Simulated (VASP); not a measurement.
CdSe (Cadmoselite):

```xyz
4
Lattice="4.2711 0.0000 0.0000 -2.1356 3.6989 0.0000 0.0000 0.0000 6.9729" Properties=species:S:1:pos:R:3 pbc="T T T"
Cd    2.1356    1.2330    3.4864
Cd    0.0000    2.4659    0.0000
Se    2.1356    1.2330    6.1710
Se    0.0000    2.4659    2.6846
```

Program: VASP 6.6.1. Alike in all runs: task single point; no spin polarisation; cell as given; k mesh 7 × 7 × 4; cutoff (eV) 520; smearing fermi-dirac 0.05 eV.

**Question.** Order these runs on this cell by their band gap on the k mesh, lowest first.
A. level BLYP; potentials or basis VASP PAW PBE potentials, release 64 (Cd, Se)
B. level r2SCAN; potentials or basis VASP PAW PBE potentials, release 64 (Cd, Se)
C. level revPBE+D3(BJ); potentials or basis VASP PAW PBE potentials, release 64 (Cd, Se)
D. level LDA; potentials or basis VASP PAW LDA potentials, release 64 (Cd, Se)

**Answer.** D (0.50 eV), A (0.71 eV), C (0.87 eV), B (1.23 eV).
